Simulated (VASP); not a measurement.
# SiAs4 (Im-3m) in VASP: notebook

The runs below take SiAs4 through single point, relaxation of cell and atoms, with PBE.

Everything below comes from runs of VASP 6.6.1. Logs are shortened: lines on timing, memory, paths and dates and some standing lists are left out, and cuts for length are marked.

## Step 1: The cell of the first run

It takes space group Im-3m (No. 229, cubic). Conventional cell: a = 5.962 Å, b = 5.962 Å, c = 5.962 Å, α = 90.00°, β = 90.00°, γ = 90.00°. Si (site symmetry m-3m) has 8 As at 2.58 Å within 3.4 Å. Within 3.4 Å of As (site symmetry -3m) lie 2 Si at 2.58 Å and 6 As at 2.98 Å.

The cell was generated, and may not be a known phase.

## Step 2: Single point, PBE

File INCAR:

```
ALGO = Normal
EDIFF = 1E-7
ENCUT = 520
GGA = PE
ISIF = 2
ISMEAR = 0
LASPH = True
LCHARG = True
LELF = True
LREAL = False
LVHAR = True
LWAVE = False
NBANDS = 20
NELM = 60
PREC = Accurate
SIGMA = 0.1
```

File KPOINTS:

```
k-points
0
Gamma
  4 4 4
```

File POSCAR:

```
SiAs4
1.0
   -2.9810873400      2.9810873400      2.9810873400
    2.9810873400     -2.9810873400      2.9810873400
    2.9810873400      2.9810873400     -2.9810873400
Si As
1 4
Direct
    0.0000000000      0.0000000000      0.0000000000
    0.0000000000      0.0000000000      0.5000000000
    0.5000000000      0.0000000000      0.0000000000
    0.5000000000      0.5000000000      0.5000000000
    0.0000000000      0.5000000000      0.0000000000
```

Potentials or basis: VASP PAW PBE potentials, release 64 (Si, As).

On the command line:

```bash
$ cat potpaw_PBE.64/Si/POTCAR potpaw_PBE.64/As/POTCAR > POTCAR
$ mpirun -np 1 vasp_std > vasp.out
```

OUTCAR:

```text
EDIFF = 1E-7
   ENCUT = 520
   GGA = PE
   ISIF = 2
   ISMEAR = 0
   LASPH = True
   LREAL = False
   NELM = 60
   PREC = Accurate

 ion  position               nearest neighbor table
   1  0.000  0.000  0.000-   2 2.58   3 2.58   4 2.58   5 2.58   2 2.58   5 2.58   3 2.58   4 2.58

   2  0.000  0.000  0.500-   1 2.58   1 2.58
   3  0.500  0.000  0.000-   1 2.58   1 2.58
   4  0.500  0.500  0.500-   1 2.58   1 2.58
   5  0.000  0.500  0.000-   1 2.58   1 2.58

  LATTYP: Found a body centered cubic cell.
 ALAT       =     5.9621746800

  Lattice vectors:

 A1 = (  -2.9810873400,   2.9810873400,   2.9810873400)
 A2 = (   2.9810873400,  -2.9810873400,   2.9810873400)
 A3 = (   2.9810873400,   2.9810873400,  -2.9810873400)

Analysis of symmetry for initial positions (statically):
=====================================================================
 Subroutine PRICEL returns:
 Original cell was already a primitive cell.

 Routine SETGRP: Setting up the symmetry group for a
 body centered cubic supercell.

 Subroutine GETGRP returns: Found 48 space group operations
 (whereof 48 operations were pure point group operations)
 out of a pool of 48 trial point group operations.

The static configuration has the point symmetry O_h .

Analysis of symmetry for dynamics (positions and initial velocities):
=====================================================================
 Subroutine PRICEL returns:
 Original cell was already a primitive cell.

 Routine SETGRP: Setting up the symmetry group for a
 body centered cubic supercell.

 Subroutine GETGRP returns: Found 48 space group operations
 (whereof 48 operations were pure point group operations)
 out of a pool of 48 trial point group operations.

The dynamic configuration has the point symmetry O_h .

 Subroutine INISYM returns: Found 48 space group operations
 (whereof 48 operations are pure point group operations),
 and found     1 'primitive' translations

----------------------------------------------------------------------------------------

                                     Primitive cell

  volume of cell :     105.9703

  direct lattice vectors                    reciprocal lattice vectors
    -2.981087340  2.981087340  2.981087340     0.000000000  0.167724036  0.167724036
     2.981087340 -2.981087340  2.981087340     0.167724036  0.000000000  0.167724036
     2.981087340  2.981087340 -2.981087340     0.167724036  0.167724036  0.000000000

  length of vectors
     5.163394735  5.163394735  5.163394735     0.237197606  0.237197606  0.237197606

  position of ions in fractional coordinates (direct lattice)
     0.000000000  0.000000000  0.000000000
     0.000000000  0.000000000  0.500000000
     0.500000000  0.000000000  0.000000000
     0.500000000  0.500000000  0.500000000
     0.000000000  0.500000000  0.000000000

  ion indices of the primitive-cell ions
   primitive index   ion index
                 1           1
                 2           2
                 3           3
                 4           4
                 5           5

----------------------------------------------------------------------------------------

 KPOINTS: k-points

Automatic generation of k-mesh.
 Grid dimensions read from file:
 generate k-points for:    4    4    4

 Generating k-lattice:

  Cartesian coordinates                     Fractional coordinates (reciprocal lattice)
     0.000000000  0.041931009  0.041931009     0.250000000  0.000000000  0.000000000
     0.041931009  0.000000000  0.041931009     0.000000000  0.250000000  0.000000000
     0.041931009  0.041931009  0.000000000     0.000000000  0.000000000  0.250000000

  Length of vectors
     0.059299402  0.059299402  0.059299402

  Shift w.r.t. Gamma in fractional coordinates (k-lattice)
     0.000000000  0.000000000  0.000000000

 Subroutine IBZKPT returns following result:
 ===========================================

 Found      8 irreducible k-points:

 Following reciprocal coordinates:
            Coordinates               Weight
  0.000000  0.000000  0.000000      1.000000
  0.250000  0.000000  0.000000     12.000000
  0.500000  0.000000  0.000000      6.000000
  0.250000  0.250000  0.000000     24.000000
  0.250000  0.250000  0.250000      2.000000
 -0.250000  0.250000  0.250000      6.000000
  0.500000  0.500000  0.250000     12.000000
  0.500000  0.500000  0.500000      1.000000
   k-points           NKPTS =      8   k-points in BZ     NKDIM =      8   number of bands    NBANDS=     20
   number of dos      NEDOS =    301   number of ions     NIONS =      5
   total plane-waves  NPLWV =  64000
   dimension x,y,z NGX =    40 NGY =   40 NGZ =   40
   dimension x,y,z NGXF=    80 NGYF=   80 NGZF=   80
   ions per type =               1   4
   NGX,Y,Z   is equivalent  to a cutoff of  12.88, 12.88, 12.88 a.u.
   NGXF,Y,Z  is equivalent  to a cutoff of  25.76, 25.76, 25.76 a.u.
 SYSTEM =  unknown system
   PREC   = accura    normal or accurate (medium, high low for compatibility)
   ISTART =      0    job   : 0-new  1-cont  2-samecut
   ICHARG =      2    charge: 1-file 2-atom 10-const
   ISPIN  =      1    spin polarized calculation?
   LNONCOLLINEAR =      F non collinear calculations
   LSORBIT =      F    spin-orbit coupling
   LASPH  =      T    aspherical Exc in radial PAW
   ENCUT  =  520.0 eV  38.22 Ry    6.18 a.u.   9.60  9.60  9.60*2*pi/ulx,y,z
   NELM   =     60;   NELMIN=  2; NELMDL= -5     # of ELM steps
   EDIFF  = 0.1E-06   stopping-criterion for ELM
   LREAL  =      F    real-space projection
   EDIFFG = 0.1E-05   stopping-criterion for IOM
   NSW    =      0    number of steps for IOM
   IBRION =     -1    ionic relax: 0-MD 1-quasi-New 2-CG
   NFREE  =      0    steps in history (QN), initial steepest desc. (CG)
   ISIF   =      2    stress and relaxation
   ISYM   =      2    0-nonsym 1-usesym 2-fastsym
   POTIM  = 0.5000    time-step for ionic-motion
   TEBEG  =    0.0;   TEEND  =   0.0 temperature during run
   PSTRESS=    0.0 pullay stress
   NELECT =      24.0000    total number of electrons
   NUPDOWN=      -1.0000    fix difference up-down
   EMIN   =  10.00;   EMAX   =-10.00  energy-range for DOS
   EFERMI =   0.00;   METHOD = LEGACY
   ISMEAR =     0;   SIGMA  =   0.10  broadening in eV -4-tet -1-fermi 0-gaus
   EFERMI_NEDOS =   21; number of points for ismear=-14 and -15
   IALGO  =     38    algorithm
   IMIX   =      4    mixing-type and parameters
     AMIX     =   0.40;   BMIX     =  1.00
     AMIX_MAG =   1.60;   BMIX_MAG =  1.00
  volume/ion in A,a.u.               =      21.19       143.02
  Fermi-wavevector in a.u.,A,eV,Ry     =   0.997893  1.885744 13.548546  0.995790
  Thomas-Fermi vector in A             =   2.130080
   LORBIT       =      0    0 simple, 1 ext, 2 COOP (PROOUT), +10 PAW based schemes
   GGA     = PE    functional components
   LHFCALC =     F    Hartree Fock is set to
   AEXX    =    0.0000 exact exchange contribution
   IVDW    =     0    specifies the selected vdW correction
   LEPSILON=     F    determine dielectric tensor
   LRPA    =     F    only Hartree local field effects (RPA)
 non-spin polarized calculation
 Gauss-broadening in eV      SIGMA  =   0.10
  energy-cutoff  :      520.00
  volume of cell :      105.97
 maximum number of plane-waves:      2916
 NGX is ok and might be reduce to    40
   NGX = 19   NGY = 19   NGZ = 19

 number of electron      23.9999997 magnetization

 Free energy of the ion-electron system (eV)
  ---------------------------------------------------
  ext. energy  EPLUGINS =         0.00000000
  ---------------------------------------------------
  free energy    TOTEN  =       -21.82870070 eV

  energy without entropy =      -21.80481317  energy(sigma->0) =      -21.81675693

 E-fermi :   5.3939     XC(G=0):  -9.9128

 val. band max:        5.2656417479   @ k =   0.2500   0.0000   0.0000
 cond. band min:       5.4047118067   @ k =   0.5000   0.0000   0.0000
 fundamental gap:      0.1390700588
 Fermi energy:         5.3939446020

 k-point     1 :       0.0000    0.0000    0.0000
  band No.  band energies     occupation
      1      -9.0970      2.00000
      2      -4.1967      2.00000
      3      -4.1967      2.00000
      4      -4.1967      2.00000
      5      -0.7876      2.00000
      6      -0.7876      2.00000
[... 12 lines left out ...]
     19      10.7289      0.00000
     20      11.7640      0.00000

 k-point     2 :       0.2500    0.0000    0.0000
  band No.  band energies     occupation
      1      -8.6611      2.00000
      2      -5.3698      2.00000
      3      -4.6656      2.00000
      4      -4.4166      2.00000
      5      -1.5899      2.00000
      6      -0.6977      2.00000
[... 12 lines left out ...]
     19       9.9811      0.00000
     20      10.7196      0.00000

 k-point     3 :       0.5000    0.0000    0.0000
  band No.  band energies     occupation
      1      -7.7053      2.00000
      2      -6.9077      2.00000
      3      -4.9982      2.00000
      4      -4.6068      2.00000
      5      -1.8018      2.00000
      6      -0.6303      2.00000
[... 12 lines left out ...]
     19      11.6059      0.00000
     20      11.8085      0.00000

 k-point     4 :       0.2500    0.2500    0.0000
  band No.  band energies     occupation
      1      -7.8578      2.00000
      2      -6.2102      2.00000
      3      -5.8752      2.00000
      4      -4.4408      2.00000
      5      -1.8506      2.00000
      6       0.8606      2.00000
[... 12 lines left out ...]
     19      10.0057      0.00000
     20      11.0009      0.00000

 k-point     5 :       0.2500    0.2500    0.2500
  band No.  band energies     occupation
      1      -7.2992      2.00000
      2      -6.0582      2.00000
      3      -6.0582      2.00000
      4      -6.0582      2.00000
      5      -0.1866      2.00000
      6       1.7734      2.00000
[... 12 lines left out ...]
     19      10.0599      0.00000
     20      10.0599      0.00000

 k-point     6 :      -0.2500    0.2500    0.2500
  band No.  band energies     occupation
      1      -8.2378      2.00000
      2      -5.6655      2.00000
      3      -5.6655      2.00000
      4      -3.3563      2.00000
      5      -3.2265      2.00000
      6       0.5463      2.00000
[... 12 lines left out ...]
     19       9.9075      0.00000
     20       9.9719      0.00000

 k-point     7 :       0.5000    0.5000    0.2500
  band No.  band energies     occupation
      1      -7.2928      2.00000
      2      -6.7243      2.00000
      3      -6.0774      2.00000
      4      -3.6837      2.00000
      5      -3.0172      2.00000
      6       0.4303      2.00000
[... 12 lines left out ...]
     19       9.1998      0.00000
     20      10.9385      0.00000

 k-point     8 :       0.5000    0.5000    0.5000
  band No.  band energies     occupation
      1      -6.5140      2.00000
      2      -6.5140      2.00000
      3      -6.5140      2.00000
      4      -5.1531      2.00000
      5      -1.9469      2.00000
      6      -0.2625      2.00000
[... 12 lines left out ...]
     19       9.3743      0.00000
     20       9.3743      0.00000

------------------------ aborting loop because EDIFF is reached ----------------------------------------

  FORCE on cell =-STRESS in cart. coord.  units (eV):
  Direction    XX          YY          ZZ          XY          YZ          ZX
  --------------------------------------------------------------------------------------
  -------------------------------------------------------------------------------------
  Total        0.3830188      0.3830188      0.3830188      0.0000000      0.0000000      0.0000000
  in kB        5.7909074      5.7909074      5.7909074      0.0000000      0.0000000      0.0000000
  external PRESSURE =       5.7909074 kB  Pullay stress =       0.0000000 kB

 VOLUME and BASIS-vectors are now :
 -----------------------------------------------------------------------------
  energy-cutoff  :      520.00
  volume of cell :      105.97
      direct lattice vectors                 reciprocal lattice vectors
    -2.981087340  2.981087340  2.981087340     0.000000000  0.167724036  0.167724036
     2.981087340 -2.981087340  2.981087340     0.167724036  0.000000000  0.167724036
     2.981087340  2.981087340 -2.981087340     0.167724036  0.167724036  0.000000000

 POSITION                                       TOTAL-FORCE (eV/Angst)
 -----------------------------------------------------------------------------------
      0.00000      0.00000      0.00000         0.000000     -0.000000     -0.000000
      1.49054      1.49054     -1.49054         0.000000     -0.000000      0.000000
     -1.49054      1.49054      1.49054         0.000000      0.000000     -0.000000
      1.49054      1.49054      1.49054        -0.000000     -0.000000      0.000000
      1.49054     -1.49054      1.49054        -0.000000     -0.000000      0.000000
 -----------------------------------------------------------------------------------
    total drift:                                0.000000     -0.000000      0.000000

  FREE ENERGIE OF THE ION-ELECTRON SYSTEM (eV)
  ---------------------------------------------------
  free  energy   TOTEN  =       -21.8287006966 eV

  energy  without entropy=      -21.8048131653  energy(sigma->0) =      -21.81675693
```

It took 32 s on 1 thread of Intel Xeon 8259CL, shared host; peak memory 0.23 GiB.

Results:

- Free energy: -21.8287 eV
- Pressure: 0.6 GPa
- Band gap on the k mesh: zero (bands 12 and 13 overlap by 2.62 eV)

Levels at points of the mesh, in eV from the Fermi level:
```csv
k point,band 9,band 10,band 11,band 12,band 13,band 14,band 15,band 16
"(0.00, 0.00, 0.00)",-3.61,-3.61,-3.61,1.70,1.70,1.70,2.22,2.22
"(0.50, 0.00, 0.00)",-2.04,-1.89,-1.55,-1.29,0.01,0.44,1.23,1.29
"(0.50, 0.50, 0.50)",-2.71,-2.71,0.97,0.97,0.97,2.93,2.93,2.93
```

Caveat: the k points lie up to 0.37 Å⁻¹ apart, too coarse for converged energies and pressures of a metal.

## Step 3: Single point, PBE

This run uses another cell than the first one, of 21.39 Å³/atom.

File INCAR:

```
SYSTEM = SiAs4
ALGO = Normal
EDIFF = 1E-7
ENCUT = 520
GGA = PE
ISIF = 2
ISMEAR = 0
LASPH = .True.
LCHARG = .False.
LREAL = .False.
LWAVE = .False.
NBANDS = 20
NELM = 80
PREC = Accurate
SIGMA = 0.1
```

File KPOINTS:

```
k-points
0
Gamma
  10 10 10
  0 0 0
```

POSCAR, as its differences from that of step 2:

```diff
@@ -2,5 +2,5 @@
 1.0
-   -2.9810873400      2.9810873400      2.9810873400
-    2.9810873400     -2.9810873400      2.9810873400
-    2.9810873400      2.9810873400     -2.9810873400
+   -2.9900733138      2.9900733138      2.9900733138
+    2.9900733138     -2.9900733138      2.9900733138
+    2.9900733138      2.9900733138     -2.9900733138
 Si As
```

Potentials or basis: VASP PAW PBE potentials, release 64 (Si, As).

On the command line:

```bash
$ cat potpaw_PBE.64/Si/POTCAR potpaw_PBE.64/As/POTCAR > POTCAR
$ mpirun -np 1 vasp_std > vasp.out
```

OUTCAR:

```text
SYSTEM = SiAs4
   EDIFF = 1E-7
   ENCUT = 520
   GGA = PE
   ISIF = 2
   ISMEAR = 0
   LASPH = .True.
   LREAL = .False.
   NELM = 80
   PREC = Accurate

 ion  position               nearest neighbor table
   1  0.000  0.000  0.000-   2 2.59   3 2.59   4 2.59   5 2.59   2 2.59   5 2.59   3 2.59   4 2.59

   2  0.000  0.000  0.500-   1 2.59   1 2.59
   3  0.500  0.000  0.000-   1 2.59   1 2.59
[... 756 lines left out ...]
  Direction    XX          YY          ZZ          XY          YZ          ZX
  --------------------------------------------------------------------------------------
  -------------------------------------------------------------------------------------
  Total        0.0711268      0.0711268      0.0711268      0.0000000      0.0000000     -0.0000000
  in kB        1.0657077      1.0657077      1.0657077      0.0000000      0.0000000     -0.0000000
  external PRESSURE =       1.0657077 kB  Pullay stress =       0.0000000 kB

 VOLUME and BASIS-vectors are now :
 -----------------------------------------------------------------------------
  energy-cutoff  :      520.00
  volume of cell :      106.93
      direct lattice vectors                 reciprocal lattice vectors
    -2.990073314  2.990073314  2.990073314     0.000000000  0.167219980  0.167219980
     2.990073314 -2.990073314  2.990073314     0.167219980  0.000000000  0.167219980
     2.990073314  2.990073314 -2.990073314     0.167219980  0.167219980  0.000000000

 POSITION                                       TOTAL-FORCE (eV/Angst)
 -----------------------------------------------------------------------------------
      0.00000      0.00000      0.00000         0.000000     -0.000000     -0.000000
      1.49504      1.49504     -1.49504         0.000000      0.000000     -0.000000
     -1.49504      1.49504      1.49504        -0.000000     -0.000000      0.000000
      1.49504      1.49504      1.49504         0.000000     -0.000000      0.000000
      1.49504     -1.49504      1.49504         0.000000      0.000000     -0.000000
 -----------------------------------------------------------------------------------
    total drift:                                0.000000     -0.000000      0.000000

  FREE ENERGIE OF THE ION-ELECTRON SYSTEM (eV)
  ---------------------------------------------------
  free  energy   TOTEN  =       -21.8427770987 eV

  energy  without entropy=      -21.8267504520  energy(sigma->0) =      -21.83476378
```

stdout:

```text
POSCAR found type information on POSCAR SiAs
 POSCAR found :  2 types and       5 ions
 scaLAPACK will be used
 LDA part: xc-table for (Slater+PW92), standard interpolation
 POSCAR, INCAR and KPOINTS ok, starting setup
 FFT: planning ... GRIDC
 FFT: planning ... GRID_SOFT
 FFT: planning ... GRID
 WAVECAR not read
 entering main loop
```

Wall time 2 min (1 thread of Intel Xeon 8259CL, shared host); peak memory 0.28 GiB.

What came out:

| Quantity | Value |
| --- | --- |
| Free energy | -21.8428 eV |
| Pressure | 0.1 GPa |
| Band gap on the k mesh | zero (bands 12 and 13 overlap by 2.49 eV) |

[end of part 1 of 2]

The gap in the log of VASP goes by the Fermi energy; the results here count the filled bands.